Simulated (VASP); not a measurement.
# Ta (Im-3m) in VASP: a series of runs, part 2 of 2

VASP 6.6.1. The steps go on from the part before.

### 3 Single point, LDA

This run uses another cell than the first one, of 17.21 Å³/atom, 1.005 times its volume.

The input, INCAR:

```
  PREC = Accurate
  ENCUT = 520
  EDIFF = 1E-6
  ISMEAR = 0
  SIGMA = 0.1
  LREAL = F
  LASPH = T
  NELM = 60
  ALGO = Normal
  ISIF = 2
  LWAVE = F
  LCHARG = T
  GGA = CA
  LELF = T
  LVHAR = T
  NBANDS = 12
```

The input, KPOINTS:

```
regular mesh
0
Gamma
  16 16 16
```

The input, POSCAR:

```
Ta
1.0
   -1.6263540842      1.6263540842      1.6263540842
    1.6263540842     -1.6263540842      1.6263540842
    1.6263540842      1.6263540842     -1.6263540842
Ta
1
Direct
    0.0000000000      0.0000000000      0.0000000000
```

Potentials or basis: VASP PAW LDA potentials, release 64 (Ta_pv).

Launch:

```sh
> cat potpaw_LDA.64/Ta_pv/POTCAR > POTCAR
> mpirun -np 1 vasp_std > vasp.out
```

Wall time 15 s (1 thread of AMD EPYC 9R45 (Zen 5), shared host); peak memory 0.12 GiB.

The run converged. Its results:

```
Free energy : -12.8272 eV
Pressure    : 0.8 GPa
```

Levels at points of the mesh, in eV from the Fermi level:
```
           k point  band 1  band 2  band 3  band 4  band 5  band 6  band 7  band 8  band 9  band 10
(0.00, 0.00, 0.00)  -32.71  -32.71  -32.71   -8.00    0.68    0.68    0.68    4.10    4.10    13.85
(0.50, 0.00, 0.00)  -34.10  -33.15  -32.72   -4.57   -1.72    1.97    4.01    5.08    8.22    12.25
(0.50, 0.50, 0.50)  -33.67  -33.67  -33.67   -4.09   -4.09    7.18    7.18    7.18    9.19     9.19
```

Caveat: spin-orbit coupling is left out, which moves the levels of the heavy elements.

### 4 Single point, LDA

This run uses another cell than the first one, of 17.25 Å³/atom, 1.008 times its volume.

The input, INCAR:

```
  PREC = Accurate
  ENCUT = 520
  EDIFF = 1E-7
  ISMEAR = -1
  SIGMA = 0.15
  LREAL = False
  LASPH = True
  NELM = 80
  ALGO = Normal
  ISIF = 2
  LWAVE = False
  LCHARG = False
  GGA = CA
  NBANDS = 12
```

KPOINTS is that of step 3.

The input, POSCAR:

```
Ta
1.0
   -1.6278024049      1.6278024049      1.6278024049
    1.6278024049     -1.6278024049      1.6278024049
    1.6278024049      1.6278024049     -1.6278024049
Ta
1
Direct
    0.0000000000      0.0000000000      0.0000000000
```

Potentials or basis: VASP PAW LDA potentials, release 64 (Ta_pv).

Launch:

```sh
> cat potpaw_LDA.64/Ta_pv/POTCAR > POTCAR
> mpirun -np 1 vasp_std > vasp.out
```

OUTCAR:

```text
PREC = Accurate
   ENCUT = 520
   EDIFF = 1E-7
   ISMEAR = -1
   LREAL = False
   LASPH = True
   NELM = 80
   ISIF = 2
   GGA = CA

 ion  position               nearest neighbor table
   1  0.000  0.000  0.000-

  LATTYP: Found a body centered cubic cell.
 ALAT       =     3.2556048098

  Lattice vectors:

 A1 = (  -1.6278024049,   1.6278024049,   1.6278024049)
 A2 = (   1.6278024049,  -1.6278024049,   1.6278024049)
 A3 = (   1.6278024049,   1.6278024049,  -1.6278024049)

Analysis of symmetry for initial positions (statically):
=====================================================================
 Subroutine PRICEL returns:
 Original cell was already a primitive cell.

 Routine SETGRP: Setting up the symmetry group for a
 body centered cubic supercell.

 Subroutine GETGRP returns: Found 48 space group operations
 (whereof 48 operations were pure point group operations)
 out of a pool of 48 trial point group operations.

The static configuration has the point symmetry O_h .

[... 165 lines left out ...]
 k-point     1 :       0.0000    0.0000    0.0000
  band No.  band energies     occupation
      1     -26.9627      2.00000
      2     -26.9627      2.00000
      3     -26.9627      2.00000
      4      -2.2407      2.00000
      5       6.4323      0.02740
      6       6.4323      0.02740
      7       6.4323      0.02740
      8       9.8454      0.00000
      9       9.8454      0.00000
     10      19.6033      0.00000
     11      21.0370      0.00000
     12      21.0370      0.00000
[... 331 lines left out ...]
 k-point    24 :       0.2500    0.1875    0.0000
  band No.  band energies     occupation
      1     -28.0477      2.00000
      2     -27.4121      2.00000
      3     -27.0827      2.00000
      4       2.0416      2.00000
      5       4.4019      1.99981
      6       5.1547      1.97162
      7       9.1748      0.00000
      8      10.7665      0.00000
      9      12.8436      0.00000
     10      19.1257      0.00000
     11      19.6356      0.00000
     12      21.9498      0.00000

 [... further k-points ...]

------------------------ aborting loop because EDIFF is reached ----------------------------------------

  FORCE on cell =-STRESS in cart. coord.  units (eV):
  Direction    XX          YY          ZZ          XY          YZ          ZX
  --------------------------------------------------------------------------------------
  -------------------------------------------------------------------------------------
  Total        0.0910752      0.0910752      0.0910752      0.0000000     -0.0000000      0.0000000
  in kB        8.4575731      8.4575731      8.4575731      0.0000000     -0.0000000      0.0000000
  external PRESSURE =       8.4575731 kB  Pullay stress =       0.0000000 kB

 VOLUME and BASIS-vectors are now :
 -----------------------------------------------------------------------------
  energy-cutoff  :      520.00
  volume of cell :       17.25
      direct lattice vectors                 reciprocal lattice vectors
    -1.627802405  1.627802405  1.627802405     0.000000000  0.307162588  0.307162588
     1.627802405 -1.627802405  1.627802405     0.307162588  0.000000000  0.307162588
     1.627802405  1.627802405 -1.627802405     0.307162588  0.307162588  0.000000000

 POSITION                                       TOTAL-FORCE (eV/Angst)
 -----------------------------------------------------------------------------------
      0.00000      0.00000      0.00000         0.000000      0.000000      0.000000
 -----------------------------------------------------------------------------------
    total drift:                               -0.000000      0.000000      0.000000

  FREE ENERGIE OF THE ION-ELECTRON SYSTEM (eV)
  ---------------------------------------------------
  free  energy   TOTEN  =       -12.8737342054 eV

  energy  without entropy=      -12.7800895795  energy(sigma->0) =      -12.82691189
```

OSZICAR:

```text
N       E                     dE             d eps       ncg     rms          rms(c)
DAV:   1     0.615618705810E+02    0.61562E+02   -0.61164E+03  3496   0.880E+02
DAV:   2    -0.123368723330E+02   -0.73899E+02   -0.71959E+02  3888   0.247E+02
DAV:   3    -0.133347635560E+02   -0.99789E+00   -0.98809E+00  4168   0.272E+01
DAV:   4    -0.133371132666E+02   -0.23497E-02   -0.23496E-02  3760   0.150E+00
DAV:   5    -0.133371202349E+02   -0.69683E-05   -0.69684E-05  4124   0.772E-02    0.145E+01
DAV:   6    -0.129840233039E+02    0.35310E+00   -0.27867E-01  3968   0.541E+00    0.701E+00
DAV:   7    -0.128757333191E+02    0.10829E+00   -0.21693E-01  4020   0.453E+00    0.373E-01
DAV:   8    -0.128737478706E+02    0.19854E-02   -0.44931E-03  3664   0.651E-01    0.664E-02
DAV:   9    -0.128737348361E+02    0.13034E-04   -0.43918E-05  4044   0.704E-02    0.248E-02
DAV:  10    -0.128737342281E+02    0.60808E-06   -0.25245E-06  3840   0.171E-02    0.296E-03
DAV:  11    -0.128737342054E+02    0.22623E-07   -0.54085E-08  2436   0.256E-03
   1 F= -.12873734E+02 E0= -.12826912E+02  d E =-.936446E-01
```

stdout:

```text
POSCAR found type information on POSCAR Ta
 POSCAR found :  1 types and       1 ions
 scaLAPACK will be used
 LDA part: xc-table for (Slater(with rela. corr.)+CA(PZ))
 , standard interpolation
 POSCAR, INCAR and KPOINTS ok, starting setup
 FFT: planning ... GRIDC
 FFT: planning ... GRID_SOFT
 FFT: planning ... GRID
 WAVECAR not read
 entering main loop
```

It took 16 s on 1 thread of AMD EPYC 9R45 (Zen 5), shared host; peak memory 0.12 GiB.

Results:

- Free energy: -12.8737 eV
- Pressure: 0.8 GPa

Caveat: spin-orbit coupling is left out, which moves the levels of the heavy elements.

### 5 Single point, LDA

The input, INCAR:

```
SYSTEM = Ta
  PREC = Accurate
  ENCUT = 500
  EDIFF = 1E-6
  ISMEAR = 0
  SIGMA = 0.1
  LREAL = .False.
  LASPH = .True.
  NELM = 120
  ALGO = Normal
  ISIF = 2
  LWAVE = .False.
  LCHARG = .False.
  NBANDS = 12
  GGA_COMPAT = .False.
```

The input, KPOINTS:

```
regular mesh
0
Gamma
  8 8 8
  0 0 0
```

The input, POSCAR:

```
Ta
1.0
   -1.6234893962      1.6234893962      1.6234893962
    1.6234893962     -1.6234893962      1.6234893962
    1.6234893962      1.6234893962     -1.6234893962
Ta
1
Direct
    0.0000000000      0.0000000000      0.0000000000
```

Potentials or basis: VASP PAW LDA potentials, release 64 (Ta_sv_GW).

Launch:

```sh
> cat potpaw_LDA.64/Ta_sv_GW/POTCAR > POTCAR
> mpirun -np 1 vasp_std > vasp.out
```

OUTCAR:

```text
SYSTEM = Ta
   PREC = Accurate
   ENCUT = 500
   EDIFF = 1E-6
   ISMEAR = 0
   LREAL = .False.
   LASPH = .True.
   NELM = 120
   ISIF = 2

 ion  position               nearest neighbor table
   1  0.000  0.000  0.000-

  LATTYP: Found a body centered cubic cell.
 ALAT       =     3.2469787924

  Lattice vectors:

 A1 = (  -1.6234893962,   1.6234893962,   1.6234893962)
 A2 = (   1.6234893962,  -1.6234893962,   1.6234893962)
 A3 = (   1.6234893962,   1.6234893962,  -1.6234893962)

Analysis of symmetry for initial positions (statically):
=====================================================================
 Subroutine PRICEL returns:
 Original cell was already a primitive cell.

 Routine SETGRP: Setting up the symmetry group for a
 body centered cubic supercell.

 Subroutine GETGRP returns: Found 48 space group operations
 (whereof 48 operations were pure point group operations)
 out of a pool of 48 trial point group operations.

The static configuration has the point symmetry O_h .

[... 167 lines left out ...]
  band No.  band energies     occupation
      1     -55.7771      2.00000
      2     -21.8194      2.00000
      3     -21.8194      2.00000
      4     -21.8194      2.00000
      5       2.8678      2.00000
      6      11.5514      0.00000
      7      11.5514      0.00000
      8      11.5514      0.00000
      9      14.9919      0.00000
     10      14.9919      0.00000
     11      25.7618      0.00000
     12      25.7618      0.00000
[... 331 lines left out ...]
 k-point    24 :      -0.3750    0.3750    0.2500
  band No.  band energies     occupation
      1     -55.5929      2.00000
      2     -22.8705      2.00000
      3     -22.4692      2.00000
      4     -22.3432      2.00000
      5       7.9888      2.00000
      6       8.7360      2.00000
      7      12.1688      0.00000
      8      12.9049      0.00000
      9      16.5632      0.00000
     10      16.7791      0.00000
     11      25.6158      0.00000
     12      27.9920      0.00000

 [... further k-points ...]

------------------------ aborting loop because EDIFF is reached ----------------------------------------

  FORCE on cell =-STRESS in cart. coord.  units (eV):
  Direction    XX          YY          ZZ          XY          YZ          ZX
  --------------------------------------------------------------------------------------
  -------------------------------------------------------------------------------------
  Total       -0.0581691     -0.0581691     -0.0581691      0.0000000     -0.0000000      0.0000000
  in kB       -5.4449629     -5.4449629     -5.4449629      0.0000000     -0.0000000      0.0000000
  external PRESSURE =      -5.4449629 kB  Pullay stress =       0.0000000 kB

 VOLUME and BASIS-vectors are now :
 -----------------------------------------------------------------------------
  energy-cutoff  :      500.00
  volume of cell :       17.12
      direct lattice vectors                 reciprocal lattice vectors
    -1.623489396  1.623489396  1.623489396     0.000000000  0.307978605  0.307978605
     1.623489396 -1.623489396  1.623489396     0.307978605  0.000000000  0.307978605
     1.623489396  1.623489396 -1.623489396     0.307978605  0.307978605  0.000000000

 POSITION                                       TOTAL-FORCE (eV/Angst)
 -----------------------------------------------------------------------------------
      0.00000      0.00000      0.00000        -0.000000     -0.000000     -0.000000
 -----------------------------------------------------------------------------------
    total drift:                               -0.000000      0.000000      0.000000

  FREE ENERGIE OF THE ION-ELECTRON SYSTEM (eV)
  ---------------------------------------------------
  free  energy   TOTEN  =       -15.3557333506 eV

  energy  without entropy=      -15.3520111038  energy(sigma->0) =      -15.35387223
```

stdout:

```text
POSCAR found type information on POSCAR Ta
 POSCAR found :  1 types and       1 ions
 scaLAPACK will be used
 LDA part: xc-table for (Slater(with rela. corr.)+CA(PZ))
 , standard interpolation
 POSCAR, INCAR and KPOINTS ok, starting setup
 FFT: planning ... GRIDC
 FFT: planning ... GRID_SOFT
 FFT: planning ... GRID
 WAVECAR not read
 entering main loop
```

Run time: 4.5 s. Hardware: 1 thread of AMD EPYC 9R45 (Zen 5), shared host; peak memory 0.1 GiB.

What came out:

```
Free energy : -15.3557 eV
Pressure    : -0.5 GPa
```

Caveat: spin-orbit coupling is left out, which moves the levels of the heavy elements.

### 6 Summary

| potentials or basis | cell | k mesh | cutoff (eV) | smearing | second run | gap on the mesh (eV) | pressure (GPa) |
| --- | --- | --- | --- | --- | --- | --- | --- |
| VASP PAW LDA potentials, release 64 (Ta_pv) | a = 2.812 Å, angles 109.5°, 1 atom | 8 × 8 × 8 | 520 | gaussian 0.1 eV | - | none | 1.1 |
| VASP PAW LDA potentials, release 64 (Ta_pv) | a = 2.817 Å, angles 109.5°, 1 atom | 16 × 16 × 16 | 520 | gaussian 0.1 eV | - | none | 0.8 |
| VASP PAW LDA potentials, release 64 (Ta_pv) | a = 2.819 Å, angles 109.5°, 1 atom | 16 × 16 × 16 | 520 | fermi-dirac 0.15 eV | - | none | 0.8 |
| VASP PAW LDA potentials, release 64 (Ta_sv_GW) | a = 2.812 Å, angles 109.5°, 1 atom | 8 × 8 × 8 | 500 | gaussian 0.1 eV | valence_matched | none | -0.5 |

Alike in all rows: task single point; level LDA; no spin polarisation.

Caveats: spin-orbit coupling is left out, which moves the levels of the heavy elements.

Total energies depend on the potentials used, so only differences within one code and one set of settings carry meaning.
